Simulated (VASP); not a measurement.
# Ba8Zn3O11 in VASP: further runs

Runs on Ba8Zn3O11. Level: PBE. Tasks: single point.

Everything below comes from runs of VASP 6.6.1. Logs are shortened: lines on timing, memory, paths and dates and some standing lists are left out, and cuts for length are marked.

## Step 1: The cell of the first run

The cell holds an amorphous packing of atoms, 22 atoms: a = 7.537 Å, b = 7.670 Å, c = 7.304 Å, α = 94.70°, β = 87.83°, γ = 90.66°.

## Step 2: Single point, PBE

Contents of INCAR:

```
SYSTEM = Ba8Zn3O11
  ALGO = Normal
  EDIFF = 1E-6
  ENCUT = 520
  GGA = PE
  ISIF = 2
  ISMEAR = -1
  ISYM = 0
  LASPH = .True.
  LCHARG = .True.
  LELF = .True.
  LREAL = Auto
  LVHAR = .True.
  LWAVE = .False.
  NBANDS = 108
  NELM = 80
  PREC = Accurate
  SIGMA = 0.293
```

Contents of KPOINTS:

```
k-points
0
Gamma
  1 1 1
  0 0 0
```

Contents of POSCAR:

```
Ba8Zn3O11
1.0
    7.5350960000     -0.0410920000      0.1399040000
   -0.0410920000      7.6639600000     -0.3067190000
    0.1399040000     -0.3067190000      7.2967150000
Ba O Zn
8 11 3
Direct
    0.4692106954      0.1942573223      0.7240521191
    0.7206363347      0.6605190555      0.6696169219
    0.7833973333      0.1592617476      0.4538202716
    0.3874209137      0.6723261285      0.0692935742
   -0.0058847950      0.9129510353      0.1781827487
    0.7485857212      1.0566983369      0.8655476225
    0.0049235791      0.3275639174      0.8939173654
    0.4382948900      0.0466946366      0.2207278102
    0.5948819380      0.8456565939      0.4337632184
   -0.0483647725      0.8966175329      0.7499643412
    1.0123777188      0.3712880173      0.4761455528
    0.1845080298      0.8165987185      0.3995093588
   -0.0103472533      0.5861914157      0.1207351071
    0.4177190613      0.5411189823      0.7452141005
    0.2711249788      1.0058651075      0.9505537041
    0.5415046605      0.3505683112      0.4631601061
    0.3139682449      0.3270646793     -0.0057119487
    0.7140875473      0.2675325347      0.0872471526
    0.6636923354      0.8201403632      0.0438854224
    0.1635779579      0.9036266517      0.6445077343
    0.7892047431      0.4873878280      0.2691219551
    0.3583160693      0.6140265866      0.4393770031
```

Potentials or basis: VASP PAW PBE potentials, release 64 (Ba_sv, O, Zn).

Launch:

```console
$ cat potpaw_PBE.64/Ba_sv/POTCAR potpaw_PBE.64/O/POTCAR potpaw_PBE.64/Zn/POTCAR > POTCAR
$ mpirun -np 1 vasp_gam > vasp.out
```

OUTCAR:

```text
SYSTEM = Ba8Zn3O11
   EDIFF = 1E-6
   ENCUT = 520
   GGA = PE
   ISIF = 2
   ISMEAR = -1
   ISYM = 0
   LASPH = .True.
   LREAL = Auto
   NELM = 80
   PREC = Accurate

 ion  position               nearest neighbor table
   1  0.469  0.194  0.724-  16 2.38  17 2.41   6 2.65  14 2.68  15 2.68   3 3.02  20 3.22  18 3.30
                             8 3.77   7 3.79   8 3.89   2 4.07   4 4.31   7 4.35   2 4.51
   2  0.721  0.661  0.670-  14 2.51   9 2.54  10 2.55  19 2.92  16 3.04  21 3.14   6 3.26  22 3.26
                            11 3.33   4 3.77  20 3.81   7 3.86   3 4.06   1 4.07   3 4.27   1 4.51
   3  0.783  0.159  0.454-  16 2.35  11 2.36   9 2.78  18 2.93  21 2.95   1 3.02   5 3.06   6 3.17
                             8 3.23   7 3.80  20 3.86   2 4.06   2 4.27   6 4.32   7 4.63
   4  0.387  0.672  0.069-  19 2.37  14 2.50  17 2.71  22 2.78  15 2.92  12 2.95   8 3.02  13 3.08
                             9 3.31   5 3.54  21 3.75   2 3.77   7 4.06   6 4.31   1 4.31
   5  0.994  0.913  0.178-  12 2.37  13 2.51  15 2.74  19 2.77   3 3.06  10 3.15   6 3.26   8 3.51
                             4 3.54  20 3.69  21 3.69   7 3.94   8 4.32   2 4.59   2 4.62
   6  0.749  0.057  0.866-  10 2.08  18 2.20  19 2.39   1 2.65   7 2.82   3 3.17   2 3.26   5 3.26
                             8 3.43  20 3.63   4 4.31   3 4.32
   7  0.005  0.328  0.894-  17 2.47  13 2.48  18 2.62   6 2.82  11 3.10  15 3.26  21 3.29  20 3.78
                             1 3.79   3 3.80   2 3.86   5 3.94   4 4.06   1 4.35   3 4.63
   8  0.438  0.047  0.221-  15 2.38   9 2.60  19 2.67  18 2.86  16 2.93  12 2.93  17 3.00   4 3.02
                             3 3.23   6 3.43   5 3.51   1 3.77  22 3.83  20 3.88   1 3.89   5 4.32
   9  0.595  0.846  0.434-  22 2.50   2 2.54   8 2.60   3 2.78   4 3.31
  10  0.952  0.897  0.750-  20 1.75   6 2.08   2 2.55   5 3.15
  11  0.012  0.371  0.476-   3 2.36   7 3.10   2 3.33
  12  0.185  0.817  0.400-  20 1.86  22 2.09   5 2.37   8 2.93   4 2.95
  13  0.990  0.586  0.121-  21 2.00   7 2.48   5 2.51   4 3.08
  14  0.418  0.541  0.745-  22 2.41   4 2.50   2 2.51   1 2.68
  15  0.271  0.006  0.951-   8 2.38  20 2.47   1 2.68   5 2.74   4 2.92   7 3.26
  16  0.542  0.351  0.463-   3 2.35   1 2.38  22 2.48   8 2.93   2 3.04
  17  0.314  0.327  0.994-   1 2.41   7 2.47   4 2.71   8 3.00
  18  0.714  0.268  0.087-  21 2.14   6 2.20   7 2.62   8 2.86   3 2.93   1 3.30
  19  0.664  0.820  0.044-   4 2.37   6 2.39   8 2.67   5 2.77   2 2.92
  20  0.164  0.904  0.645-  10 1.75  12 1.86  15 2.47  22 2.95   1 3.22   6 3.63   5 3.69   7 3.78
                             2 3.81   3 3.86   8 3.88
  21  0.789  0.487  0.269-  13 2.00  18 2.14   3 2.95   2 3.14   7 3.29   5 3.69   4 3.75
  22  0.358  0.614  0.439-  12 2.09  14 2.41  16 2.48   9 2.50   4 2.78  20 2.95   2 3.26   8 3.83

IMPORTANT INFORMATION: All symmetrisations will be switched off!
NOSYMM: (Re-)initialisation of all symmetry stuff for point group C_1.

----------------------------------------------------------------------------------------

                                     Primitive cell

  volume of cell :     420.5079
[... 120 lines left out ...]
   ISMEAR =    -1;   SIGMA  =   0.29  broadening in eV -4-tet -1-fermi 0-gaus
   EFERMI_NEDOS =   21; number of points for ismear=-14 and -15
   IALGO  =     38    algorithm
   IMIX   =      4    mixing-type and parameters
     AMIX     =   0.40;   BMIX     =  1.00
     AMIX_MAG =   1.60;   BMIX_MAG =  1.00
  volume/ion in A,a.u.               =      19.11       128.99
  Fermi-wavevector in a.u.,A,eV,Ry     =   1.238342  2.340127 20.864406  1.533491
  Thomas-Fermi vector in A             =   2.372871
   LORBIT       =      0    0 simple, 1 ext, 2 COOP (PROOUT), +10 PAW based schemes
   GGA     = PE    functional components
   LHFCALC =     F    Hartree Fock is set to
   AEXX    =    0.0000 exact exchange contribution
   IVDW    =     0    specifies the selected vdW correction
   LEPSILON=     F    determine dielectric tensor
   LRPA    =     F    only Hartree local field effects (RPA)
 non-spin polarized calculation
  energy-cutoff  :      520.00
  volume of cell :      420.51
 maximum number of plane-waves:      5660
   NGX = 29   NGY = 29   NGZ = 27

 number of electron     181.9999999 magnetization

 Free energy of the ion-electron system (eV)
  ---------------------------------------------------
  ext. energy  EPLUGINS =         0.00000000
  ---------------------------------------------------
  free energy    TOTEN  =       -98.90015685 eV

  energy without entropy =      -97.55232202  energy(sigma->0) =      -98.22623943

 E-fermi :   2.6763     XC(G=0):  -9.6678

 val. band max:        2.3227264607   @ k =   0.0000   0.0000   0.0000
 cond. band min:       2.9395182352   @ k =   0.0000   0.0000   0.0000
 fundamental gap:      0.6167917745
 Fermi energy:         2.6763168966

 k-point     1 :       0.0000    0.0000    0.0000
  band No.  band energies     occupation
      1     -25.9405      2.00000
      2     -25.1368      2.00000
      3     -24.8740      2.00000
      4     -24.6267      2.00000
      5     -24.4350      2.00000
      6     -24.2563      2.00000
[... 95 lines left out ...]
    102       5.9213      0.00003
    103       6.1436      0.00001
 [bands above 103 left out]

------------------------ aborting loop because EDIFF is reached ----------------------------------------

  FORCE on cell =-STRESS in cart. coord.  units (eV):
  Direction    XX          YY          ZZ          XY          YZ          ZX
  --------------------------------------------------------------------------------------
  -------------------------------------------------------------------------------------
  Total       40.5321897     22.8914062     30.6993165     -5.0608139      6.9014095     -3.9423954
  in kB      154.4316986     87.2185483    116.9674676    -19.2822073     26.2950608    -15.0209208
  external PRESSURE =     119.5392381 kB  Pullay stress =       0.0000000 kB

 VOLUME and BASIS-vectors are now :
 -----------------------------------------------------------------------------
  energy-cutoff  :      520.00
  volume of cell :      420.51
      direct lattice vectors                 reciprocal lattice vectors
     7.535096000 -0.041092000  0.139904000     0.132762428  0.000610988 -0.002519845
    -0.041092000  7.663960000 -0.306719000     0.000610988  0.130703536  0.005482437
     0.139904000 -0.306719000  7.296715000    -0.002519845  0.005482437  0.137326743

 POSITION                                       TOTAL-FORCE (eV/Angst)
 -----------------------------------------------------------------------------------
      3.62886      1.24742      5.28926        -6.922151      3.584540     -0.183464
      5.49660      4.82719      4.78423         0.005725     -1.125211     -0.165394
      5.95992      1.04919      3.37215         1.425700      0.295796     -0.960285
      2.90132      5.11551      0.35360        -1.050873     -3.265683     -1.962866
      7.47817      6.90132      1.15921        -0.467272     -2.142398     -1.737066
      5.75943      0.13829      6.40299        -1.828107     -4.028184      2.694399
[... 14 lines left out ...]
      5.96436      3.62035      1.92463         1.051012     -0.143430     -1.223944
      2.73619      4.55639      3.06780         0.310421     -0.726219      3.043692
 -----------------------------------------------------------------------------------
    total drift:                               -0.005163     -0.005471      0.009104

  FREE ENERGIE OF THE ION-ELECTRON SYSTEM (eV)
  ---------------------------------------------------
  free  energy   TOTEN  =       -98.9001568517 eV

  energy  without entropy=      -97.5523220163  energy(sigma->0) =      -98.22623943
```

stdout:

```text
POSCAR found type information on POSCAR BaO Zn
 POSCAR found :  3 types and      22 ions
 scaLAPACK will be used
 LDA part: xc-table for (Slater+PW92), standard interpolation
 POSCAR, INCAR and KPOINTS ok, starting setup
 FFT: planning ... GRIDC
 FFT: planning ... GRID_SOFT
 FFT: planning ... GRID
 WAVECAR not read
 entering main loop
```

It took 72 s on 1 thread of AMD EPYC 9R45 (Zen 5), shared host; peak memory 0.39 GiB.

What came out:

```yaml
Free_energy: -98.9002 eV
Pressure: 12.0 GPa
Largest_force: 7.797 eV/Å
Band_gap_on_the_k_mesh: 0.62 eV
```

Forces in eV/Å, atoms in the order of the input:
```
Ba  -6.922  3.585 -0.183
Ba   0.006 -1.125 -0.165
Ba   1.426  0.296 -0.960
Ba  -1.051 -3.266 -1.963
Ba  -0.467 -2.142 -1.737
Ba  -1.828 -4.028  2.694
Ba   4.081  3.308  0.133
Ba  -0.002  2.952  1.117
O   -0.042 -0.628  0.737
O    1.544 -1.727 -0.536
O   -0.972  0.128  0.477
O    1.561 -0.536  0.341
O   -0.764  0.230  0.103
O   -0.517  1.084 -0.761
O   -1.070 -1.631 -1.640
O    0.248  1.478 -2.033
O   -0.342  0.414  0.413
O    0.897  1.729  2.536
O    0.940  0.921 -0.804
Zn   1.914 -0.171  0.413
Zn   1.051 -0.143 -1.224
Zn   0.310 -0.726  3.044
```

Stress tensor (GPa, compression positive):
```
15.44 -1.93 -1.50
-1.93  8.72  2.63
-1.50  2.63 11.70
```

Caveat: the k points lie up to 0.86 Å⁻¹ apart; spin-orbit coupling is left out, which moves the levels of the heavy elements.

## Step 3: Single point, PBE

Contents of INCAR:

```
PREC     = Accurate       # precision mode
ENCUT    = 520            # plane-wave cutoff, eV
EDIFF    = 1E-6           # SCF threshold, eV
ISMEAR   = -1             # smearing method
SIGMA    = 0.293          # smearing width, eV
LREAL    = Auto         
LASPH    = True           # aspherical terms in the spheres
NELM     = 100            # most SCF steps
ALGO     = Normal         # electronic algorithm
ISIF     = 2              # what is computed and relaxed
LWAVE    = False          # write WAVECAR
LCHARG   = True           # write CHGCAR
GGA      = PE             # functional
LELF     = True           # ELF
LVHAR    = True         
ISYM     = 0            
NBANDS   = 108            # bands
```

Contents of KPOINTS:

```
regular mesh
0
Gamma
  1 1 1
```

Contents of POSCAR:

```
Ba8Zn3O11
1.0
    7.5350960000     -0.0410920000      0.1399040000
   -0.0410920000      7.6639600000     -0.3067190000
    0.1399040000     -0.3067190000      7.2967150000
Ba O Zn
8 11 3
Direct
    0.3405301414      0.2413866583      0.6769767417
    0.6902352656      0.7177682286      0.7049444139
    0.8013544987      0.1779110484      0.4863666731
    0.3467481510      0.6427371783      0.0777729775
    0.0443977750      0.9039301600      0.1289655864
    0.6532237512      1.0893439641      0.9505778800
    0.0617132143      0.3718340372      0.9312343484
    0.4028827367      0.0948744394      0.2976361125
    0.5774852140      0.9760507244      0.6140235449
   -0.0922984516      0.8416242438      0.8380154726
    1.0876550895      0.0925764762      0.5919962156
    0.2995718010      0.7697634832      0.3498887914
   -0.0823543257      0.5837628355      0.0933692563
    0.2004616660      0.6151692021      0.6702284101
    0.3449889339      0.9473177042      0.9826770001
    0.5805318474      0.3755383492      0.3763825255
    0.3909066451      0.3330599635     -0.0088774996
    0.9543759494      0.2839422872      0.2264649889
    0.6948684604      0.9555632915      0.2490954546
    0.2205017878      0.8768437581      0.6339927705
    0.7984263770      0.4910917447      0.2735485934
    0.3694855766      0.5881303333      0.4844905190
```

Potentials or basis: VASP PAW PBE potentials, release 64 (Ba_sv, O, Zn).

Launch:

```console
$ cat potpaw_PBE.64/Ba_sv/POTCAR potpaw_PBE.64/O/POTCAR potpaw_PBE.64/Zn/POTCAR > POTCAR
$ mpirun -np 1 vasp_gam > vasp.out
```

It took 65 s on 1 thread of AMD EPYC 9R45 (Zen 5), shared host; peak memory 0.39 GiB.

It converged, with:

- Free energy: -104.3810 eV
- Pressure: 14.8 GPa
- Largest force: 3.933 eV/Å
- Band gap on the k mesh: 1.13 eV

Forces on the atoms (eV/Å):
```
Ba   2.869  1.427  0.628
Ba  -0.880 -2.483 -1.260
Ba   1.125 -0.761  1.193
Ba   2.442 -1.296 -2.798
Ba  -2.677  0.368  0.790
Ba   0.753  1.001  0.330
Ba  -1.456 -1.223 -0.335
Ba  -0.797 -0.592 -1.345
O   -1.889  0.551  0.524
O    1.458  1.831  0.363
O    0.896 -1.541  0.110
O   -0.875  1.798  2.772
O   -0.417  2.963 -0.310
O    0.187 -0.285  1.269
O    0.541  0.216 -1.502
O   -0.915  2.888  0.617
O    0.528 -0.387  0.013
O    0.546 -1.030 -0.567
O    0.177 -0.204 -0.909
Zn  -1.297 -1.100  0.558
Zn  -1.311 -0.875  0.528
Zn   0.993 -1.267 -0.669
```

Stress tensor (GPa, compression positive):
```
12.74  1.17 -2.99
 1.17 13.66  2.75
-2.99  2.75 18.12
```

Levels at points of the mesh, in eV from the valence-band top:
| k point | band 87 | band 88 | band 89 | band 90 | band 91 | band 92 | band 93 | band 94 | band 95 | band 96 |
| --- | --- | --- | --- | --- | --- | --- | --- | --- | --- | --- |
| (0.00, 0.00, 0.00) | -0.59 | -0.43 | -0.28 | -0.24 | 0.00 | 1.13 | 2.19 | 2.50 | 2.92 | 3.13 |

Caveat: the k points lie up to 0.86 Å⁻¹ apart; spin-orbit coupling is left out, which moves the levels of the heavy elements.

(Continued in part 2 of 2.)
